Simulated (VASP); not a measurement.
## Ni: single point with r2SCAN

The system is Ni.

```
Ni
1.0
     0.00000    1.76725    1.76725
     1.76725    0.00000    1.76725
     1.76725    1.76725    0.00000
Ni
1
Direct
  0.00000 0.00000 0.00000
```

```json
{
 "Program": "VASP 6.6.1",
 "Task": "single point",
 "Functional": "r2SCAN",
 "Potentials or basis": "VASP PAW PBE potentials, release 64 (Ni)",
 "Cutoff": "520 eV",
 "k mesh": "14 × 14 × 14",
 "Occupations": "fermi-dirac, width 0.1 eV",
 "Spin": "collinear spin, ferromagnetic start",
 "Starting moments": "[2.0] μB"
}
```

```
Pressure                                              : -8.6 GPa
Net moment                                            : 0.74 μB per cell
Site moments                                          : Ni +0.77 μB
Valence electrons inside the program's atomic spheres : Ni 9.32
```

Levels at points of the mesh, in eV from the Fermi level:
Spin up:
```
           k point  band 3  band 4  band 5  band 6  band 7  band 8
(0.00, 0.00, 0.00)   -2.91   -2.91   -1.65   -1.65   24.42   28.45
(0.50, 0.00, 0.00)   -2.83   -1.07   -1.07   -0.37    5.53   22.87
(0.50, 0.50, 0.00)   -1.00   -1.00   -0.95    2.48    9.22   15.27
```
Spin down:
| k point | band 1 | band 2 | band 3 | band 4 | band 5 | band 6 | band 7 | band 8 |
| --- | --- | --- | --- | --- | --- | --- | --- | --- |
| (0.00, 0.00, 0.00) | -9.56 | -1.55 | -1.55 | -1.55 | -0.87 | -0.87 | 24.14 | 28.56 |
| (0.50, 0.00, 0.00) | -4.51 | -1.89 | -1.89 | -0.60 | 0.19 | 0.19 | 6.24 | 22.75 |
| (0.50, 0.50, 0.00) | -4.54 | -3.57 | -0.14 | 0.56 | 0.56 | 2.22 | 9.57 | 15.33 |

Wall time 8.2 min on 1 thread of AMD EPYC 7R13 (shared host), peak memory 0.12 GiB.

Caveat: the PAW data sets were made with another functional, which shifts forces and pressure a little.
